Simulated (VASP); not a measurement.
# NaHI (P4/nmm) in VASP: notebook, part 2 of 2

VASP 6.6.1. The steps go on from the part before.

## Step 3: Single point, PBEsol

This run uses another cell than the first one, of 20.88 Å³/atom.

The input, INCAR:

```
SYSTEM = NaHI
ALGO = Normal
EDIFF = 1E-6
ENCUT = 520
GGA = PS
ISIF = 2
ISMEAR = 1
LASPH = .True.
LCHARG = .False.
LREAL = .False.
LWAVE = .False.
NBANDS = 24
NELM = 60
PREC = Accurate
SIGMA = 0.0643
```

The input, KPOINTS:

```
k-points
0
Gamma
  4 4 3
  0 0 0
```

The input, POSCAR:

```
NaHI
1.0
    4.4464879919      0.0000000000      0.0000000000
    0.0000000000      4.4464879919      0.0000000000
    0.0000000000      0.0000000000      6.3378843703
Na H I
2 2 2
Direct
    0.0000000000      0.5000000000      0.1989244944
    0.5000000000      0.0000000000      0.8010755056
    0.0000000000      0.0000000000      0.0000000000
    0.5000000000      0.5000000000      0.0000000000
    0.0000000000      0.5000000000      0.7201039210
    0.5000000000      0.0000000000      0.2798960790
```

Potentials or basis: VASP PAW PBE potentials, release 64 (Na_pv, H, I).

The run is started by

```console
$ cat potpaw_PBE.64/Na_pv/POTCAR potpaw_PBE.64/H/POTCAR potpaw_PBE.64/I/POTCAR > POTCAR
$ mpirun -np 1 vasp_std > vasp.out
```

OUTCAR:

```text
SYSTEM = NaHI
   EDIFF = 1E-6
   ENCUT = 520
   GGA = PS
   ISIF = 2
   ISMEAR = 1
   LASPH = .True.
   LREAL = .False.
   NELM = 60
   PREC = Accurate

 ion  position               nearest neighbor table
   1  0.000  0.500  0.199-   5 3.03
   2  0.500  0.000  0.801-   6 3.03
   3  0.000  0.000  0.000-
   4  0.500  0.500  0.000-
   5  0.000  0.500  0.720-   1 3.03
   6  0.500  0.000  0.280-   2 3.03

  LATTYP: Found a simple tetragonal cell.
 ALAT       =     4.4464879919
 C/A-ratio  =     1.4253686014

  Lattice vectors:

 A1 = (   4.4464879919,   0.0000000000,   0.0000000000)
 A2 = (   0.0000000000,   4.4464879919,   0.0000000000)
 A3 = (   0.0000000000,   0.0000000000,   6.3378843703)

Analysis of symmetry for initial positions (statically):
=====================================================================
 Subroutine PRICEL returns:
 Original cell was already a primitive cell.

 Routine SETGRP: Setting up the symmetry group for a
 simple tetragonal supercell.

 Subroutine GETGRP returns: Found 16 space group operations
 (whereof  8 operations were pure point group operations)
 out of a pool of 16 trial point group operations.

The static configuration has the point symmetry D_2d.
 The point group associated with its full space group is D_4h.

Analysis of symmetry for dynamics (positions and initial velocities):
=====================================================================
 Subroutine PRICEL returns:
 Original cell was already a primitive cell.

 Routine SETGRP: Setting up the symmetry group for a
 simple tetragonal supercell.

 Subroutine GETGRP returns: Found 16 space group operations
 (whereof  8 operations were pure point group operations)
[... 114 lines left out ...]
   EFERMI_NEDOS =   21; number of points for ismear=-14 and -15
   IALGO  =     38    algorithm
   IMIX   =      4    mixing-type and parameters
     AMIX     =   0.40;   BMIX     =  1.00
     AMIX_MAG =   1.60;   BMIX_MAG =  1.00
  volume/ion in A,a.u.               =      20.88       140.94
  Fermi-wavevector in a.u.,A,eV,Ry     =   1.016535  1.920973 14.059494  1.033344
  Thomas-Fermi vector in A             =   2.149884
   LORBIT       =      0    0 simple, 1 ext, 2 COOP (PROOUT), +10 PAW based schemes
   GGA     = PS    functional components
   LHFCALC =     F    Hartree Fock is set to
   AEXX    =    0.0000 exact exchange contribution
   IVDW    =     0    specifies the selected vdW correction
   LEPSILON=     F    determine dielectric tensor
   LRPA    =     F    only Hartree local field effects (RPA)
 non-spin polarized calculation
 Methfessel and Paxton  Order N= 1 SIGMA  =   0.06
  energy-cutoff  :      520.00
  volume of cell :      125.31
 maximum number of plane-waves:      3394
 NGX is ok and might be reduce to    36
   NGX = 17   NGY = 17   NGZ = 23

 number of electron      30.0000001 magnetization

 Free energy of the ion-electron system (eV)
  ---------------------------------------------------
  ext. energy  EPLUGINS =         0.00000000
  ---------------------------------------------------
  free energy    TOTEN  =       -13.40183226 eV

  energy without entropy =      -13.39574033  energy(sigma->0) =      -13.39980161

 E-fermi :   3.1178     XC(G=0):  -8.6529

 val. band max:        3.0860462428   @ k =   0.2500   0.2500   0.3333
 cond. band min:       3.1389642440   @ k =   0.5000   0.2500   0.3333
 fundamental gap:      0.0529180012
 Fermi energy:         3.1177651473

 k-point     1 :       0.0000    0.0000    0.0000
  band No.  band energies     occupation
      1     -20.4932      2.00000
      2     -20.4848      2.00000
      3     -20.4740      2.00000
      4     -20.4740      2.00000
      5     -20.4686      2.00000
      6     -20.4686      2.00000
[... 313 lines left out ...]
     23      12.7846      0.00000
     24      12.7846      0.00000

------------------------ aborting loop because EDIFF is reached ----------------------------------------

  FORCE on cell =-STRESS in cart. coord.  units (eV):
  Direction    XX          YY          ZZ          XY          YZ          ZX
  --------------------------------------------------------------------------------------
  -------------------------------------------------------------------------------------
  Total        0.0139595      0.0139595      0.0037706      0.0000000      0.0000000      0.0000000
  in kB        0.1784852      0.1784852      0.0482110      0.0000000      0.0000000      0.0000000
  external PRESSURE =       0.1350605 kB  Pullay stress =       0.0000000 kB

 VOLUME and BASIS-vectors are now :
 -----------------------------------------------------------------------------
  energy-cutoff  :      520.00
  volume of cell :      125.31
      direct lattice vectors                 reciprocal lattice vectors
     4.446487992  0.000000000  0.000000000     0.224896593  0.000000000  0.000000000
     0.000000000  4.446487992  0.000000000     0.000000000  0.224896593  0.000000000
     0.000000000  0.000000000  6.337884370     0.000000000  0.000000000  0.157781358

 POSITION                                       TOTAL-FORCE (eV/Angst)
 -----------------------------------------------------------------------------------
      0.00000      2.22324      1.26076         0.000000      0.000000     -0.001383
      2.22324      0.00000      5.07712        -0.000000      0.000000      0.001383
      0.00000      0.00000      0.00000         0.000000     -0.000000      0.000000
      2.22324      2.22324      0.00000         0.000000      0.000000      0.000000
      0.00000      2.22324      4.56394         0.000000      0.000000     -0.001445
      2.22324      0.00000      1.77395         0.000000      0.000000      0.001445
 -----------------------------------------------------------------------------------
    total drift:                                0.000000      0.000000      0.000000

  FREE ENERGIE OF THE ION-ELECTRON SYSTEM (eV)
  ---------------------------------------------------
  free  energy   TOTEN  =       -13.4018322559 eV

  energy  without entropy=      -13.3957403295  energy(sigma->0) =      -13.39980161
```

Run time: 26 s. Hardware: 1 thread of Intel Xeon Platinum 8488C (Sapphire Rapids), shared host; peak memory 0.25 GiB.

What came out:

```yaml
Free_energy: -13.4018 eV
Pressure: 0.0 GPa
Band_gap_on_the_k_mesh: zero (bands 15 and 16 overlap by 0.97 eV)
```

Levels at points of the mesh, in eV from the Fermi level:
```
           k point  band 12  band 13  band 14  band 15  band 16  band 17  band 18  band 19
(0.00, 0.00, 0.00)    -1.99    -1.80    -1.80    -1.28    -0.69     2.76     5.49     5.53
(0.50, 0.00, 0.00)    -3.47    -2.18    -2.18     0.28     0.28     4.43     4.43     5.76
(0.50, 0.50, 0.00)    -2.82    -2.70    -2.70    -0.61    -0.61     2.59     2.59     6.99
```

Caveat: the PAW data sets were made with another functional, which shifts forces and pressure a little; spin-orbit coupling is left out, which moves the levels of the heavy elements.

## Step 4: Single point, PBEsol

This run uses another cell than the first one, of 20.88 Å³/atom.

The input, INCAR:

```
PREC = Accurate
ENCUT = 520
EDIFF = 1E-7
ISMEAR = 1
SIGMA = 0.0643
LREAL = F
LASPH = T
NELM = 100
ALGO = Normal
ISIF = 2
LWAVE = F
LCHARG = F
GGA = PS
NBANDS = 24
```

The input, KPOINTS:

```
regular mesh
0
Gamma
  4 4 3
```

POSCAR is that of step 3.

The run is started by

```console
$ cat potpaw_PBE.64/Na_pv/POTCAR potpaw_PBE.64/H/POTCAR potpaw_PBE.64/I/POTCAR > POTCAR
$ mpirun -np 1 vasp_std > vasp.out
```

Wall time 29 s (1 thread of Intel Xeon Platinum 8488C (Sapphire Rapids), shared host); peak memory 0.25 GiB.

Results (log left out):

- Free energy: -13.4018 eV
- Pressure: 0.0 GPa
- Band gap on the k mesh: zero (bands 15 and 16 overlap by 0.97 eV)

Levels at points of the mesh, in eV from the Fermi level:
```tsv
k point	band 12	band 13	band 14	band 15	band 16	band 17	band 18	band 19
(0.00, 0.00, 0.00)	-1.99	-1.80	-1.80	-1.28	-0.69	2.76	5.49	5.53
(0.50, 0.00, 0.00)	-3.47	-2.18	-2.18	0.28	0.28	4.43	4.43	5.76
(0.50, 0.50, 0.00)	-2.82	-2.70	-2.70	-0.61	-0.61	2.59	2.59	6.99
```

Caveat: the PAW data sets were made with another functional, which shifts forces and pressure a little; spin-orbit coupling is left out, which moves the levels of the heavy elements.

## Step 5: Single point, PBEsol

This run uses another cell than the first one, of 20.88 Å³/atom.

The input, INCAR:

```
SYSTEM = NaHI
PREC     = Accurate       ! precision mode
ENCUT    = 520            ! plane-wave cutoff, eV
EDIFF    = 1E-7           ! SCF threshold, eV
ISMEAR   = 1              ! smearing method
SIGMA    = 0.0643         ! smearing width, eV
LREAL    = .FALSE.        ! projectors in reciprocal space
LASPH    = .TRUE.         ! aspherical terms in the spheres
NELM     = 60             ! most SCF steps
ALGO     = Normal         ! electronic algorithm
ISIF     = 2              ! what is computed and relaxed
LWAVE    = .FALSE.        ! write WAVECAR
LCHARG   = .FALSE.        ! write CHGCAR
GGA      = PS             ! functional
NBANDS   = 24             ! bands
```

The input, KPOINTS:

```
Automatic mesh
0
Gamma
  4 4 3
  0.5 0.5 0.5
```

The input, POSCAR:

```
NaHI
1.0
    4.4294688807      0.0000000000      0.0000000000
    0.0000000000      4.4294688807      0.0000000000
    0.0000000000      0.0000000000      6.3838881586
Na H I
2 2 2
Direct
    0.0000000000      0.5000000000      0.1999075112
    0.5000000000      0.0000000000      0.8000924888
    0.0000000000      0.0000000000      0.0000000000
    0.5000000000      0.5000000000      0.0000000000
    0.0000000000      0.5000000000      0.7254182144
    0.5000000000      0.0000000000      0.2745817856
```

The run is started by

```console
$ cat potpaw_PBE.64/Na_pv/POTCAR potpaw_PBE.64/H/POTCAR potpaw_PBE.64/I/POTCAR > POTCAR
$ mpirun -np 1 vasp_std > vasp.out
```

Wall time 20 s (1 thread of Intel Xeon Platinum 8488C (Sapphire Rapids), shared host); peak memory 0.24 GiB.

The run converged. Its results:

```
Free energy            : -13.4038 eV
Pressure               : 0.0 GPa
Largest force          : 0.009 eV/Å
Band gap on the k mesh : zero (bands 15 and 16 overlap by 0.38 eV)
```

Forces on the atoms (eV/Å):
```
Na   0.000  0.000  0.005
Na   0.000  0.000 -0.005
H    0.000  0.000  0.000
H    0.000  0.000  0.000
I    0.000  0.000 -0.009
I    0.000  0.000  0.009
```

Levels at points of the mesh, in eV from the Fermi level:
```csv
k point,band 12,band 13,band 14,band 15,band 16,band 17,band 18,band 19
"(0.12, 0.12, 0.17)",-2.62,-1.99,-1.83,-0.57,0.35,3.57,5.00,5.24
```

Caveat: the PAW data sets were made with another functional, which shifts forces and pressure a little; spin-orbit coupling is left out, which moves the levels of the heavy elements.

## Step 6: Overview

| level | cell | k mesh | gap on the mesh (eV) | pressure (GPa) |
| --- | --- | --- | --- | --- |
| PBEsol+D4 | a = 4.435, b = 4.435, c = 6.251 Å, 6 atoms, atomic positions A | 4 × 4 × 3 | none | 0.1 |
| PBEsol | a = 4.446, b = 4.446, c = 6.338 Å, 6 atoms, atomic positions B | 4 × 4 × 3 | none | 0.0 |
| PBEsol | a = 4.429, b = 4.429, c = 6.384 Å, 6 atoms, atomic positions C | 4 × 4 × 3, shifted | none | 0.0 |

Alike in all rows: task single point; potentials or basis VASP PAW PBE potentials, release 64 (Na_pv, H, I); no spin polarisation; cutoff (eV) 520; smearing methfessel-paxton 0.0643 eV.

Caveats: the PAW data sets were made with another functional, which shifts forces and pressure a little; spin-orbit coupling is left out, which moves the levels of the heavy elements.

Total energies depend on the potentials used, so only differences within one code and one set of settings carry meaning.

The gap in the log of VASP goes by the Fermi energy; the results here count the filled bands.